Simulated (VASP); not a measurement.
# AlN (Fm-3m) in VASP: single point with r2SCAN

Aim: the single point of AlN with r2SCAN.

The COD entry that gives the cell may itself be a prediction, so a difference from it is no test against experiment.

Everything below comes from runs of VASP 6.6.1. Logs are shortened: lines on timing, memory, paths and dates and some standing lists are left out, and cuts for length are marked.

## 1. The cell of the first run

The structure is cubic, space group Fm-3m (No. 225). Conventional cell: a = 3.909 Å, b = 3.909 Å, c = 3.909 Å, α = 90.00°, β = 90.00°, γ = 90.00°. Al (site symmetry m-3m) has 6 N at 1.95 Å within 2.6 Å. Within 2.6 Å of N (site symmetry m-3m) lie 6 Al at 1.95 Å.

## 2. Single point, r2SCAN

POSCAR reads:

```
AlN
1.0
    0.0000000000      1.9547450400      1.9547450400
    1.9547450400      0.0000000000      1.9547450400
    1.9547450400      1.9547450400      0.0000000000
Al N
1 1
Direct
    0.0000000000      0.0000000000      0.0000000000
    0.5000000000      0.5000000000      0.5000000000
```

INCAR.step1 reads:

```
SYSTEM = AlN
  ALGO = Normal
  EDIFF = 1E-4
  ENCUT = 520
  GGA = PE
  ISMEAR = -1
  LASPH = .TRUE.
  LCHARG = .FALSE.
  LREAL = .FALSE.
  LWAVE = .TRUE.
  NBANDS = 11
  NELM = 60
  PREC = Accurate
  SIGMA = 0.0456
```

INCAR.step2 reads:

```
SYSTEM = AlN
  ALGO = Normal
  EDIFF = 1E-6
  ENCUT = 520
  ISIF = 2
  ISMEAR = -1
  ISTART = 1
  LASPH = .TRUE.
  LCHARG = .FALSE.
  LMIXTAU = .TRUE.
  LREAL = .FALSE.
  LWAVE = .FALSE.
  METAGGA = R2SCAN
  NBANDS = 11
  NELM = 60
  PREC = Accurate
  SIGMA = 0.0456
```

KPOINTS reads:

```
k-points
0
G
  11 11 11
  0 0 0
```

Potentials or basis: VASP PAW PBE potentials, release 64 (Al, N).

Run with:

```console
$ cat potpaw_PBE.64/Al/POTCAR potpaw_PBE.64/N/POTCAR > POTCAR
$ cp INCAR.step1 INCAR
$ mpirun -np 1 vasp_std > vasp.out
$ cp INCAR.step2 INCAR
$ mpirun -np 1 vasp_std > vasp.out
```

OUTCAR:

```text
SYSTEM = AlN
   EDIFF = 1E-6
   ENCUT = 520
   ISIF = 2
   ISMEAR = -1
   ISTART = 1
   LASPH = .TRUE.
   LREAL = .FALSE.
   METAGGA = R2SCAN
   NELM = 60
   PREC = Accurate

 ion  position               nearest neighbor table
   1  0.000  0.000  0.000-   2 1.95   2 1.95   2 1.95   2 1.95   2 1.95   2 1.95
   2  0.500  0.500  0.500-   1 1.95   1 1.95   1 1.95   1 1.95   1 1.95   1 1.95

  LATTYP: Found a face centered cubic cell.
 ALAT       =     3.9094900800

  Lattice vectors:

 A1 = (   0.0000000000,   1.9547450400,   1.9547450400)
 A2 = (   1.9547450400,   0.0000000000,   1.9547450400)
 A3 = (   1.9547450400,   1.9547450400,   0.0000000000)

Analysis of symmetry for initial positions (statically):
=====================================================================
 Subroutine PRICEL returns:
 Original cell was already a primitive cell.

 Routine SETGRP: Setting up the symmetry group for a
 face centered cubic supercell.

 Subroutine GETGRP returns: Found 48 space group operations
 (whereof 48 operations were pure point group operations)
 out of a pool of 48 trial point group operations.

The static configuration has the point symmetry O_h .

Analysis of symmetry for dynamics (positions and initial velocities):
=====================================================================
 Subroutine PRICEL returns:
 Original cell was already a primitive cell.

 Routine SETGRP: Setting up the symmetry group for a
 face centered cubic supercell.

 Subroutine GETGRP returns: Found 48 space group operations
 (whereof 48 operations were pure point group operations)
 out of a pool of 48 trial point group operations.

The dynamic configuration has the point symmetry O_h .

 Subroutine INISYM returns: Found 48 space group operations
 (whereof 48 operations are pure point group operations),
 and found     1 'primitive' translations

----------------------------------------------------------------------------------------

                                     Primitive cell

  volume of cell :      14.9383

  direct lattice vectors                    reciprocal lattice vectors
     0.000000000  1.954745040  1.954745040    -0.255787834  0.255787834  0.255787834
     1.954745040  0.000000000  1.954745040     0.255787834 -0.255787834  0.255787834
     1.954745040  1.954745040  0.000000000     0.255787834  0.255787834 -0.255787834

  length of vectors
     2.764426947  2.764426947  2.764426947     0.443037525  0.443037525  0.443037525

  position of ions in fractional coordinates (direct lattice)
     0.000000000  0.000000000  0.000000000
     0.500000000  0.500000000  0.500000000

  ion indices of the primitive-cell ions
   primitive index   ion index
                 1           1
                 2           2

----------------------------------------------------------------------------------------

 KPOINTS: k-points

Automatic generation of k-mesh.
 Grid dimensions read from file:
 generate k-points for:   11   11   11

 Generating k-lattice:

  Cartesian coordinates                     Fractional coordinates (reciprocal lattice)
    -0.023253439  0.023253439  0.023253439     0.090909091  0.000000000  0.000000000
     0.023253439 -0.023253439  0.023253439     0.000000000  0.090909091  0.000000000
     0.023253439  0.023253439 -0.023253439     0.000000000  0.000000000  0.090909091

  Length of vectors
     0.040276139  0.040276139  0.040276139

  Shift w.r.t. Gamma in fractional coordinates (k-lattice)
     0.000000000  0.000000000  0.000000000

 Subroutine IBZKPT returns following result:
 ===========================================

 Found     56 irreducible k-points:

 Following reciprocal coordinates:
            Coordinates               Weight
  0.000000  0.000000  0.000000      1.000000
  0.090909  0.000000  0.000000      8.000000
  0.181818  0.000000  0.000000      8.000000
  0.272727  0.000000  0.000000      8.000000
  0.363636  0.000000  0.000000      8.000000
  0.454545  0.000000  0.000000      8.000000
[... 16 lines left out ...]
 -0.272727  0.181818  0.000000     24.000000
 -0.181818  0.181818  0.000000     12.000000
 [... further k-points ...]
   k-points           NKPTS =     56   k-points in BZ     NKDIM =     56   number of bands    NBANDS=     11
   number of dos      NEDOS =    301   number of ions     NIONS =      2
   total plane-waves  NPLWV =  13824
   dimension x,y,z NGX =    24 NGY =   24 NGZ =   24
   dimension x,y,z NGXF=    48 NGYF=   48 NGZF=   48
   ions per type =               1   1
   NGX,Y,Z   is equivalent  to a cutoff of  14.43, 14.43, 14.43 a.u.
   NGXF,Y,Z  is equivalent  to a cutoff of  28.87, 28.87, 28.87 a.u.
 SYSTEM =  AlN
   PREC   = accura    normal or accurate (medium, high low for compatibility)
   ISTART =      1    job   : 0-new  1-cont  2-samecut
   ICHARG =      0    charge: 1-file 2-atom 10-const
   ISPIN  =      1    spin polarized calculation?
   LNONCOLLINEAR =      F non collinear calculations
   LSORBIT =      F    spin-orbit coupling
   LASPH  =      T    aspherical Exc in radial PAW
   ENCUT  =  520.0 eV  38.22 Ry    6.18 a.u.   5.14  5.14  5.14*2*pi/ulx,y,z
   NELM   =     60;   NELMIN=  2; NELMDL=  0     # of ELM steps
   EDIFF  = 0.1E-05   stopping-criterion for ELM
   LREAL  =      F    real-space projection
   EDIFFG = 0.1E-04   stopping-criterion for IOM
   NSW    =      0    number of steps for IOM
   IBRION =     -1    ionic relax: 0-MD 1-quasi-New 2-CG
   NFREE  =      0    steps in history (QN), initial steepest desc. (CG)
   ISIF   =      2    stress and relaxation
   ISYM   =      2    0-nonsym 1-usesym 2-fastsym
   POTIM  = 0.5000    time-step for ionic-motion
   TEBEG  =    0.0;   TEEND  =   0.0 temperature during run
   PSTRESS=    0.0 pullay stress
   NELECT =       8.0000    total number of electrons
   NUPDOWN=      -1.0000    fix difference up-down
   EMIN   =  10.00;   EMAX   =-10.00  energy-range for DOS
   EFERMI =   0.00;   METHOD = LEGACY
   ISMEAR =    -1;   SIGMA  =   0.05  broadening in eV -4-tet -1-fermi 0-gaus
   EFERMI_NEDOS =   21; number of points for ismear=-14 and -15
   IALGO  =     38    algorithm
   IMIX   =      4    mixing-type and parameters
     AMIX     =   0.40;   BMIX     =  1.00
     AMIX_MAG =   1.60;   BMIX_MAG =  1.00
  volume/ion in A,a.u.               =       7.47        50.40
  Fermi-wavevector in a.u.,A,eV,Ry     =   1.329448  2.512293 24.047374  1.767432
  Thomas-Fermi vector in A             =   2.458610
   LORBIT       =      0    0 simple, 1 ext, 2 COOP (PROOUT), +10 PAW based schemes
   METAGGA = R2SCAN    functional components
   LHFCALC =     F    Hartree Fock is set to
   AEXX    =    0.0000 exact exchange contribution
   IVDW    =     0    specifies the selected vdW correction
   LEPSILON=     F    determine dielectric tensor
   LRPA    =     F    only Hartree local field effects (RPA)
 non-spin polarized calculation
  energy-cutoff  :      520.00
  volume of cell :       14.94
 maximum number of plane-waves:       415
 NGX is ok and might be reduce to    24
   NGX = 11   NGY = 11   NGZ = 11

 number of electron       8.0000000 magnetization

 Free energy of the ion-electron system (eV)
  ---------------------------------------------------
  ext. energy  EPLUGINS =         0.00000000
  ---------------------------------------------------
  free energy    TOTEN  =       -18.76100388 eV

  energy without entropy =      -18.76100388  energy(sigma->0) =      -18.76100388

 E-fermi :  12.0399     XC(G=0): -13.3896

 val. band max:       11.1287423213   @ k =   0.0000   0.0000   0.0000
 cond. band min:      17.0041072007   @ k =   0.4545   0.4545   0.0000
 fundamental gap:      5.8753648794
 Fermi energy:        12.0398620134

 k-point     1 :       0.0000    0.0000    0.0000
  band No.  band energies     occupation
      1      -8.2404      2.00000
      2      11.1287      2.00000
      3      11.1287      2.00000
      4      11.1287      2.00000
      5      19.2415      0.00000
      6      24.3795      0.00000
      7      24.3795      0.00000
      8      24.3795      0.00000
      9      30.4566      0.00000
     10      30.5024      0.00000
     11      30.5024      0.00000

 k-point     2 :       0.0909    0.0000    0.0000
  band No.  band energies     occupation
      1      -8.0502      2.00000
      2      10.2446      2.00000
      3      10.9989      2.00000
      4      10.9989      2.00000
      5      19.7295      0.00000
      6      23.6623      0.00000
      7      24.6972      0.00000
      8      24.6972      0.00000
      9      29.4908      0.00000
     10      29.4908      0.00000
     11      31.9084      0.00000

 k-point     3 :       0.1818    0.0000    0.0000
  band No.  band energies     occupation
      1      -7.4936      2.00000
      2       8.2109      2.00000
      3      10.6735      2.00000
      4      10.6735      2.00000
      5      20.1106      0.00000
      6      23.4292      0.00000
      7      25.2196      0.00000
      8      25.2196      0.00000
      9      28.6654      0.00000
     10      28.6654      0.00000
     11      32.0429      0.00000

 k-point     4 :       0.2727    0.0000    0.0000
  band No.  band energies     occupation
      1      -6.6225      2.00000
      2       5.8460      2.00000
      3      10.2888      2.00000
      4      10.2888      2.00000
      5      19.5849      0.00000
      6      24.6889      0.00000
      7      24.9455      0.00000
      8      24.9455      0.00000
      9      29.6474      0.00000
     10      29.6474      0.00000
     11      31.1656      0.00000
[... 239 lines left out ...]
 k-point    22 :      -0.3636    0.1818    0.0000
  band No.  band energies     occupation
      1      -4.4924      2.00000
      2       3.1929      2.00000
      3       7.3012      2.00000
      4       9.5253      2.00000
      5      20.5010      0.00000
      6      22.6164      0.00000
      7      25.3279      0.00000
      8      25.8665      0.00000
      9      31.6807      0.00000
     10      32.5331      0.00000
     11      34.5668      0.00000

 k-point    23 :      -0.2727    0.1818    0.0000
  band No.  band energies     occupation
      1      -5.3923      2.00000
      2       4.6923      2.00000
      3       7.4778      2.00000
      4       9.9535      2.00000
      5      21.1796      0.00000
      6      22.9135      0.00000
      7      24.6076      0.00000
      8      25.4764      0.00000
      9      29.0046      0.00000
     10      33.1146      0.00000
     11      34.7763      0.00000

 k-point    24 :      -0.1818    0.1818    0.0000
  band No.  band energies     occupation
      1      -6.3407      2.00000
      2       6.2906      2.00000
      3       8.2801      2.00000
      4      10.3910      2.00000
      5      21.6965      0.00000
      6      22.3422      0.00000
      7      24.5708      0.00000
      8      25.9469      0.00000
      9      27.0296      0.00000
     10      32.0450      0.00000
     11      34.7019      0.00000

 [... further k-points ...]
[... 5 lines left out ...]
  --------------------------------------------------------------------------------------
  -------------------------------------------------------------------------------------
  Total        2.9284038      2.9284038      2.9284038     -0.0000000      0.0000000     -0.0000000
  in kB      314.0806594    314.0806594    314.0806594     -0.0000000      0.0000000     -0.0000000
  external PRESSURE =     314.0806594 kB  Pullay stress =       0.0000000 kB

 VOLUME and BASIS-vectors are now :
 -----------------------------------------------------------------------------
  energy-cutoff  :      520.00
  volume of cell :       14.94
      direct lattice vectors                 reciprocal lattice vectors
     0.000000000  1.954745040  1.954745040    -0.255787834  0.255787834  0.255787834
     1.954745040  0.000000000  1.954745040     0.255787834 -0.255787834  0.255787834
     1.954745040  1.954745040  0.000000000     0.255787834  0.255787834 -0.255787834

 POSITION                                       TOTAL-FORCE (eV/Angst)
 -----------------------------------------------------------------------------------
      0.00000      0.00000      0.00000         0.000000     -0.000000     -0.000000
      1.95475      1.95475      1.95475        -0.000000      0.000000      0.000000
 -----------------------------------------------------------------------------------
    total drift:                               -0.000000     -0.000000      0.000000

  FREE ENERGIE OF THE ION-ELECTRON SYSTEM (eV)
  ---------------------------------------------------
  free  energy   TOTEN  =       -18.7610038800 eV

  energy  without entropy=      -18.7610038800  energy(sigma->0) =      -18.76100388
```

Run time: 54 s. Hardware: 1 thread of Intel Xeon 8259CL, shared host; peak memory 0.14 GiB.

What came out:

```yaml
Free_energy: -18.7610 eV
Pressure: 31.4 GPa
Band_gap_on_the_k_mesh: 5.88 eV, indirect (least direct gap 8.11 eV)
```

Caveat: the PAW data sets were made with another functional, which shifts forces and pressure a little. r2SCAN opens gaps a little over a GGA but as a rule still falls short of measured ones.
